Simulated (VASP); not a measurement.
# Pd (P6_3/mmc) in VASP: notebook

The runs below take Pd through single point, with PBEsol.

Everything below comes from runs of VASP 6.6.1. Logs are shortened: lines on timing, memory, paths and dates and some standing lists are left out, and cuts for length are marked.

**1. The cell of the first run**

Symmetry: P6_3/mmc, No. 194, hexagonal system. The conventional cell has a = 2.787 Å, b = 2.787 Å, c = 9.199 Å, α = 90.00°, β = 90.00°, γ = 120.00°. Pd (site symmetry -3m) has 12 Pd at 2.79 to 2.81 Å within 3.7 Å. Within 3.7 Å of Pd (site symmetry -6m2) lie 12 Pd at 2.79 to 2.81 Å.

**2. Single point, PBEsol**

Input file INCAR:

```
SYSTEM = Pd
PREC     = Accurate       ! precision mode
ENCUT    = 520            ! plane-wave cutoff, eV
EDIFF    = 1E-7           ! SCF threshold, eV
ISMEAR   = 1              ! smearing method
SIGMA    = 0.1            ! smearing width, eV
LREAL    = .False.        ! projectors in reciprocal space
LASPH    = .True.         ! aspherical terms in the spheres
NELM     = 80             ! most SCF steps
ALGO     = Normal         ! electronic algorithm
ISIF     = 2              ! what is computed and relaxed
LWAVE    = .False.        ! write WAVECAR
LCHARG   = .True.         ! write CHGCAR
GGA      = PS             ! functional
LELF     = .True.         ! ELF
LVHAR    = .True.       
NBANDS   = 28             ! bands
```

Input file KPOINTS:

```
Automatic mesh
0
Gamma
  10 10 3
  0 0 0
```

Input file POSCAR:

```
Pd
1.0
    2.7869030075      0.0000000000      0.0000000000
   -1.3934515038      2.4135289320      0.0000000000
    0.0000000000      0.0000000000      9.1987364129
Pd
4
Direct
    0.0000000000      0.0000000000      0.0000000000
    0.3333333333      0.6666666667      0.2500000000
    0.0000000000      0.0000000000      0.5000000000
    0.6666666667      0.3333333333      0.7500000000
```

Potentials or basis: VASP PAW PBE potentials, release 64 (Pd).

Run with:

```
cat potpaw_PBE.64/Pd/POTCAR > POTCAR
mpirun -np 1 vasp_std > vasp.out
```

OUTCAR:

```text
SYSTEM = Pd
   PREC = Accurate
   ENCUT = 520
   EDIFF = 1E-7
   ISMEAR = 1
   LREAL = .False.
   LASPH = .True.
   NELM = 80
   ISIF = 2
   GGA = PS

 ion  position               nearest neighbor table
   1  0.000  0.000  0.000-   2 2.81   4 2.81   4 2.81   2 2.81   4 2.81   2 2.81
   2  0.333  0.667  0.250-   1 2.81   3 2.81   1 2.81   3 2.81   1 2.81   3 2.81
   3  0.000  0.000  0.500-   2 2.81   4 2.81   4 2.81   2 2.81   4 2.81   2 2.81
   4  0.667  0.333  0.750-   1 2.81   3 2.81   1 2.81   3 2.81   1 2.81   3 2.81

  LATTYP: Found a hexagonal cell.
 ALAT       =     2.7869030075
 C/A-ratio  =     3.3007020295

  Lattice vectors:

 A1 = (   2.7869030075,   0.0000000000,   0.0000000000)
 A2 = (  -1.3934515038,   2.4135289320,   0.0000000000)
 A3 = (   0.0000000000,   0.0000000000,   9.1987364129)

Analysis of symmetry for initial positions (statically):
=====================================================================
 Subroutine PRICEL returns:
 Original cell was already a primitive cell.

 Routine SETGRP: Setting up the symmetry group for a
 hexagonal supercell.

 Subroutine GETGRP returns: Found 24 space group operations
 (whereof 12 operations were pure point group operations)
 out of a pool of 24 trial point group operations.

The static configuration has the point symmetry D_3d.
 The point group associated with its full space group is D_6h.

Analysis of symmetry for dynamics (positions and initial velocities):
=====================================================================
 Subroutine PRICEL returns:
 Original cell was already a primitive cell.

 Routine SETGRP: Setting up the symmetry group for a
 hexagonal supercell.

 Subroutine GETGRP returns: Found 24 space group operations
 (whereof 12 operations were pure point group operations)
 out of a pool of 24 trial point group operations.

The dynamic configuration has the point symmetry D_3d.
 The point group associated with its full space group is D_6h.

 Subroutine INISYM returns: Found 24 space group operations
 (whereof 12 operations are pure point group operations),
 and found     1 'primitive' translations

----------------------------------------------------------------------------------------

                                     Primitive cell

  volume of cell :      61.8732

  direct lattice vectors                    reciprocal lattice vectors
     2.786903007  0.000000000  0.000000000     0.358821243  0.207165530  0.000000000
    -1.393451504  2.413528932  0.000000000     0.000000000  0.414331060  0.000000000
     0.000000000  0.000000000  9.198736413     0.000000000  0.000000000  0.108710583

  length of vectors
     2.786903007  2.786903120  9.198736413     0.414331076  0.414331060  0.108710583

  position of ions in fractional coordinates (direct lattice)
     0.000000000  0.000000000  0.000000000
     0.333333333  0.666666667  0.250000000
     0.000000000  0.000000000  0.500000000
     0.666666667  0.333333333  0.750000000

  ion indices of the primitive-cell ions
   primitive index   ion index
                 1           1
                 2           2
                 3           3
                 4           4

----------------------------------------------------------------------------------------

 KPOINTS: Automatic mesh

Automatic generation of k-mesh.
 Grid dimensions read from file:
 generate k-points for:   10   10    3

 Generating k-lattice:

  Cartesian coordinates                     Fractional coordinates (reciprocal lattice)
     0.035882124  0.020716553  0.000000000     0.100000000 -0.000000000  0.000000000
     0.000000000  0.041433106  0.000000000     0.000000000  0.100000000  0.000000000
     0.000000000  0.000000000  0.036236861     0.000000000  0.000000000  0.333333333

  Length of vectors
     0.041433108  0.041433106  0.036236861

  Shift w.r.t. Gamma in fractional coordinates (k-lattice)
     0.000000000  0.000000000  0.000000000

 Subroutine IBZKPT returns following result:
 ===========================================

 Found     28 irreducible k-points:

 Following reciprocal coordinates:
            Coordinates               Weight
  0.000000  0.000000  0.000000      1.000000
  0.100000  0.000000  0.000000      6.000000
  0.200000  0.000000  0.000000      6.000000
  0.300000  0.000000  0.000000      6.000000
  0.400000  0.000000  0.000000      6.000000
  0.500000  0.000000  0.000000      3.000000
[... 16 lines left out ...]
  0.300000  0.100000  0.333333     24.000000
  0.400000  0.100000  0.333333     24.000000
 [... further k-points ...]
   k-points           NKPTS =     28   k-points in BZ     NKDIM =     28   number of bands    NBANDS=     28
   number of dos      NEDOS =    301   number of ions     NIONS =      4
   total plane-waves  NPLWV =  40320
   dimension x,y,z NGX =    24 NGY =   24 NGZ =   70
   dimension x,y,z NGXF=    48 NGYF=   48 NGZF=  140
   ions per type =               4
   NGX,Y,Z   is equivalent  to a cutoff of  14.32, 14.32, 12.65 a.u.
   NGXF,Y,Z  is equivalent  to a cutoff of  28.63, 28.63, 25.30 a.u.
 SYSTEM =  Pd
   PREC   = accura    normal or accurate (medium, high low for compatibility)
   ISTART =      0    job   : 0-new  1-cont  2-samecut
   ICHARG =      2    charge: 1-file 2-atom 10-const
   ISPIN  =      1    spin polarized calculation?
   LNONCOLLINEAR =      F non collinear calculations
   LSORBIT =      F    spin-orbit coupling
   LASPH  =      T    aspherical Exc in radial PAW
   ENCUT  =  520.0 eV  38.22 Ry    6.18 a.u.   5.18  5.18 17.10*2*pi/ulx,y,z
   NELM   =     80;   NELMIN=  2; NELMDL= -5     # of ELM steps
   EDIFF  = 0.1E-06   stopping-criterion for ELM
   LREAL  =      F    real-space projection
   EDIFFG = 0.1E-05   stopping-criterion for IOM
   NSW    =      0    number of steps for IOM
   IBRION =     -1    ionic relax: 0-MD 1-quasi-New 2-CG
   NFREE  =      0    steps in history (QN), initial steepest desc. (CG)
   ISIF   =      2    stress and relaxation
   ISYM   =      2    0-nonsym 1-usesym 2-fastsym
   POTIM  = 0.5000    time-step for ionic-motion
   TEBEG  =    0.0;   TEEND  =   0.0 temperature during run
   PSTRESS=    0.0 pullay stress
   NELECT =      40.0000    total number of electrons
   NUPDOWN=      -1.0000    fix difference up-down
   EMIN   =  10.00;   EMAX   =-10.00  energy-range for DOS
   EFERMI =   0.00;   METHOD = LEGACY
   ISMEAR =     1;   SIGMA  =   0.10  broadening in eV -4-tet -1-fermi 0-gaus
   EFERMI_NEDOS =   21; number of points for ismear=-14 and -15
   IALGO  =     38    algorithm
   IMIX   =      4    mixing-type and parameters
     AMIX     =   0.40;   BMIX     =  1.00
     AMIX_MAG =   1.60;   BMIX_MAG =  1.00
  volume/ion in A,a.u.               =      15.47       104.39
  Fermi-wavevector in a.u.,A,eV,Ry     =   1.415557  2.675015 27.263370  2.003801
  Thomas-Fermi vector in A             =   2.536983
   LORBIT       =      0    0 simple, 1 ext, 2 COOP (PROOUT), +10 PAW based schemes
   GGA     = PS    functional components
   LHFCALC =     F    Hartree Fock is set to
   AEXX    =    0.0000 exact exchange contribution
   IVDW    =     0    specifies the selected vdW correction
   LEPSILON=     F    determine dielectric tensor
   LRPA    =     F    only Hartree local field effects (RPA)
 non-spin polarized calculation
 Methfessel and Paxton  Order N= 1 SIGMA  =   0.10
  energy-cutoff  :      520.00
  volume of cell :       61.87
 maximum number of plane-waves:      1680
 NGX is ok and might be reduce to    24
   NGX = 11   NGY = 11   NGZ = 35

 number of electron      40.0000011 magnetization

 Free energy of the ion-electron system (eV)
  ---------------------------------------------------
  ext. energy  EPLUGINS =         0.00000000
  ---------------------------------------------------
  free energy    TOTEN  =       -23.66973427 eV

  energy without entropy =      -23.66747882  energy(sigma->0) =      -23.66898245

 E-fermi :   8.8450     XC(G=0): -13.0847

 val. band max:        8.8392206096   @ k =   0.4000   0.1000   0.3333
 cond. band min:       8.8490723892   @ k =   0.5000   0.0000   0.0000
 fundamental gap:      0.0098517796
 Fermi energy:         8.8449587218

 k-point     1 :       0.0000    0.0000    0.0000
  band No.  band energies     occupation
      1       1.9620      2.00000
      2       3.5865      2.00000
      3       3.5907      2.00000
      4       3.8522      2.00000
      5       6.1237      2.00000
      6       6.1419      2.00000
[... 20 lines left out ...]
     27      22.7354      0.00000
     28      25.7120      0.00000

 k-point     2 :       0.1000    0.0000    0.0000
  band No.  band energies     occupation
      1       2.2713      2.00000
      2       3.8616      2.00000
      3       3.8680      2.00000
      4       4.0729      2.00000
      5       5.7565      2.00000
      6       5.9309      2.00000
[... 20 lines left out ...]
     27      22.9254      0.00000
     28      25.7039      0.00000

 k-point     3 :       0.2000    0.0000    0.0000
  band No.  band energies     occupation
      1       3.0990      2.00000
      2       4.3579      2.00000
      3       4.4176      2.00000
      4       4.5903      2.00000
      5       5.3152      2.00000
      6       5.5168      2.00000
[... 20 lines left out ...]
     27      23.4208      0.00000
     28      23.4847      0.00000

 k-point     4 :       0.3000    0.0000    0.0000
  band No.  band energies     occupation
      1       3.9280      2.00000
      2       4.3269      2.00000
      3       4.3319      2.00000
      4       4.6778      2.00000
      5       5.1298      2.00000
      6       5.1631      2.00000
[... 20 lines left out ...]
     27      21.3260      0.00000
     28      21.4714      0.00000

 k-point     5 :       0.4000    0.0000    0.0000
  band No.  band energies     occupation
      1       3.9361      2.00000
      2       3.9834      2.00000
      3       4.1149      2.00000
      4       4.5784      2.00000
      5       4.8062      2.00000
      6       5.1605      2.00000
[... 20 lines left out ...]
     27      18.6241      0.00000
     28      18.9840      0.00000

 k-point     6 :       0.5000    0.0000    0.0000
  band No.  band energies     occupation
      1       3.8408      2.00000
      2       3.8512      2.00000
      3       4.0112      2.00000
      4       4.4852      2.00000
      5       4.6813      2.00000
      6       5.1747      2.00000
[... 463 lines left out ...]
      5       5.5897      2.00000
      6       5.6771      2.00000
[... 20 lines left out ...]
     27      24.7321      0.00000
     28      25.0623      0.00000

 k-point    22 :       0.2000    0.1000    0.3333
  band No.  band energies     occupation
      1       3.9021      2.00000
      2       4.2077      2.00000
      3       4.7836      2.00000
      4       5.0044      2.00000
      5       5.1076      2.00000
      6       5.3654      2.00000
[... 20 lines left out ...]
     27      21.5360      0.00000
     28      22.2415      0.00000

 k-point    23 :       0.3000    0.1000    0.3333
  band No.  band energies     occupation
      1       4.2317      2.00000
      2       4.4114      2.00000
      3       4.4480      2.00000
      4       4.7045      2.00000
      5       4.7531      2.00000
      6       4.9880      2.00000
[... 20 lines left out ...]
     27      19.5106      0.00000
     28      21.0364      0.00000

 k-point    24 :       0.4000    0.1000    0.3333
  band No.  band energies     occupation
      1       4.1372      2.00000
      2       4.1923      2.00000
      3       4.3004      2.00000
      4       4.5267      2.00000
      5       4.6230      2.00000
      6       4.6976      2.00000
[... 20 lines left out ...]
     27      18.6500      0.00000
     28      19.4918      0.00000

 [... further k-points ...]
[... 5 lines left out ...]
  --------------------------------------------------------------------------------------
  -------------------------------------------------------------------------------------
  Total       -4.2049363     -4.2049368     -3.8776131      0.0000000      0.0000000     -0.0000000
  in kB     -108.8848528   -108.8848645   -100.4089727      0.0000000      0.0000000     -0.0000000
  external PRESSURE =    -106.0595633 kB  Pullay stress =       0.0000000 kB

 VOLUME and BASIS-vectors are now :
 -----------------------------------------------------------------------------
  energy-cutoff  :      520.00
  volume of cell :       61.87
      direct lattice vectors                 reciprocal lattice vectors
     2.786903007  0.000000000  0.000000000     0.358821243  0.207165530  0.000000000
    -1.393451504  2.413528932  0.000000000     0.000000000  0.414331060  0.000000000
     0.000000000  0.000000000  9.198736413     0.000000000  0.000000000  0.108710583

 POSITION                                       TOTAL-FORCE (eV/Angst)
 -----------------------------------------------------------------------------------
      0.00000      0.00000      0.00000        -0.000000      0.000000     -0.000000
     -0.00000      1.60902      2.29968        -0.000000      0.000000     -0.000000
      0.00000      0.00000      4.59937        -0.000000      0.000000     -0.000000
      1.39345      0.80451      6.89905         0.000000     -0.000000      0.000000
 -----------------------------------------------------------------------------------
    total drift:                               -0.000000      0.000000      0.000000

  FREE ENERGIE OF THE ION-ELECTRON SYSTEM (eV)
  ---------------------------------------------------
  free  energy   TOTEN  =       -23.6697342708 eV

  energy  without entropy=      -23.6674788161  energy(sigma->0) =      -23.66898245
```

It took 42 s on 1 thread of Intel Xeon Platinum 8488C (Sapphire Rapids), shared host; peak memory 0.2 GiB.

Results:

```
Free energy            : -23.6697 eV
Pressure               : -10.6 GPa
Band gap on the k mesh : zero (band 20 reaches 9.04 eV, above the bottom of band 21 at 8.20 eV)
```

Levels at points of the mesh, in eV from the Fermi level:
| k point | band 17 | band 18 | band 19 | band 20 | band 21 | band 22 | band 23 | band 24 |
| --- | --- | --- | --- | --- | --- | --- | --- | --- |
| (0.00, 0.00, 0.00) | -1.39 | -0.96 | -0.96 | -0.64 | -0.64 | -0.11 | -0.11 | 0.94 |
| (0.50, 0.00, 0.00) | 0.08 | 0.17 | 0.18 | 0.20 | 1.44 | 2.36 | 3.57 | 4.02 |

Caveat: the PAW data sets were made with another functional, which shifts forces and pressure a little.

**3. Single point, PBEsol**

This run uses another cell than the first one, of 15.87 Å³/atom, 1.026 times its volume.

Input file INCAR:

```
PREC = Accurate
ENCUT = 520
EDIFF = 1E-7
ISMEAR = 1
SIGMA = 0.1
LREAL = F
LASPH = T
NELM = 80
ALGO = Normal
ISIF = 2
LWAVE = F
LCHARG = F
GGA = PS
NBANDS = 28
```

Input file KPOINTS:

```
regular mesh
0
Gamma
  10 10 3
```

Input file POSCAR:

```
Pd
1.0
    2.8108260919      0.0000000000      0.0000000000
   -1.4054130459      2.4342469319      0.0000000000
    0.0000000000      0.0000000000      9.2776993859
Pd
4
Direct
    0.0000000000      0.0000000000      0.0000000000
    0.3333333333      0.6666666667      0.2500000000
    0.0000000000      0.0000000000      0.5000000000
    0.6666666667      0.3333333333      0.7500000000
```

Potentials or basis: VASP PAW PBE potentials, release 64 (Pd).

Run with:

```
cat potpaw_PBE.64/Pd/POTCAR > POTCAR
mpirun -np 1 vasp_std > vasp.out
```

Run time: 43 s. Hardware: 1 thread of Intel Xeon Platinum 8488C (Sapphire Rapids), shared host; peak memory 0.19 GiB.

Results (log left out):

```
Free energy            : -23.5470 eV
Pressure               : -14.0 GPa
Band gap on the k mesh : zero (band 20 reaches 8.63 eV, above the bottom of band 21 at 7.82 eV)
```

Stress tensor (GPa, compression positive):
```
-14.21   0.00   0.00
  0.00 -14.21   0.00
  0.00   0.00 -13.50
```

Levels at points of the mesh, in eV from the Fermi level:
```csv
k point,band 16,band 17,band 18,band 19,band 20,band 21,band 22,band 23,band 24,band 25
"(0.00, 0.00, 0.00)",-1.34,-1.34,-0.92,-0.92,-0.62,-0.62,-0.10,-0.10,0.99,6.55
"(0.50, 0.00, 0.00)",0.02,0.07,0.16,0.17,0.19,1.48,2.38,3.51,3.95,7.33
```

Caveat: the PAW data sets were made with another functional, which shifts forces and pressure a little.

**4. Single point, PBEsol**

This run uses another cell than the first one, of 16.27 Å³/atom, 1.052 times its volume.

Input file INCAR:

```
SYSTEM = Pd
PREC = Accurate ; ENCUT = 520
EDIFF = 1E-6 ; ISMEAR = 1
SIGMA = 0.1 ; LREAL = .FALSE.
LASPH = .TRUE. ; NELM = 100
ALGO = Normal ; ISIF = 2
LWAVE = .FALSE. ; LCHARG = .FALSE.
GGA = PS ; NBANDS = 28
```

Input file KPOINTS:

```
regular mesh
0
G
  10 10 3
  0 0 0
```

Input file POSCAR:

```
Pd
1.0
    2.8343487427      0.0000000000      0.0000000000
   -1.4171743714      2.4546181462      0.0000000000
    0.0000000000      0.0000000000      9.3553406474
Pd
4
Direct
    0.0000000000      0.0000000000      0.0000000000
    0.3333333333      0.6666666667      0.2500000000
    0.0000000000      0.0000000000      0.5000000000
    0.6666666667      0.3333333333      0.7500000000
```

Run with:

```
cat potpaw_PBE.64/Pd/POTCAR > POTCAR
mpirun -np 1 vasp_std > vasp.out
```

It took 35 s on 1 thread of Intel Xeon Platinum 8488C (Sapphire Rapids), shared host; peak memory 0.2 GiB.

It converged, with:

| Property | Result |
| --- | --- |
| Free energy | -23.3933 eV |
| Pressure | -16.8 GPa |
| Band gap on the k mesh | zero (band 20 reaches 8.24 eV, above the bottom of band 21 at 7.46 eV) |

Stress tensor (GPa, compression positive):
```
-16.95   0.00   0.00
  0.00 -16.95   0.00
  0.00   0.00 -16.38
```

Levels at points of the mesh, in eV from the Fermi level:
| k point | band 16 | band 17 | band 18 | band 19 | band 20 | band 21 | band 22 | band 23 | band 24 | band 25 |
| --- | --- | --- | --- | --- | --- | --- | --- | --- | --- | --- |
| (0.00, 0.00, 0.00) | -1.28 | -1.28 | -0.89 | -0.89 | -0.59 | -0.59 | -0.10 | -0.10 | 1.05 | 6.37 |
| (0.50, 0.00, 0.00) | 0.01 | 0.07 | 0.15 | 0.16 | 0.18 | 1.52 | 2.40 | 3.45 | 3.89 | 7.16 |

Caveat: the PAW data sets were made with another functional, which shifts forces and pressure a little.

**5. The runs side by side**

```csv
cell,gap on the mesh (eV),pressure (GPa)
"a = 2.787, b = 2.787, c = 9.199 Å, angles 90.0, 90.0, 120.0°, 4 atoms",none,-10.6
"a = 2.811, b = 2.811, c = 9.278 Å, angles 90.0, 90.0, 120.0°, 4 atoms",none,-14.0
"a = 2.834, b = 2.834, c = 9.355 Å, angles 90.0, 90.0, 120.0°, 4 atoms",none,-16.8
```

Alike in all rows: task single point; level PBEsol; potentials or basis VASP PAW PBE potentials, release 64 (Pd); no spin polarisation; k mesh 10 × 10 × 3; cutoff (eV) 520; smearing methfessel-paxton 0.1 eV.

Caveats: the PAW data sets were made with another functional, which shifts forces and pressure a little.

Total energies depend on the potentials used, so only differences within one code and one set of settings carry meaning.
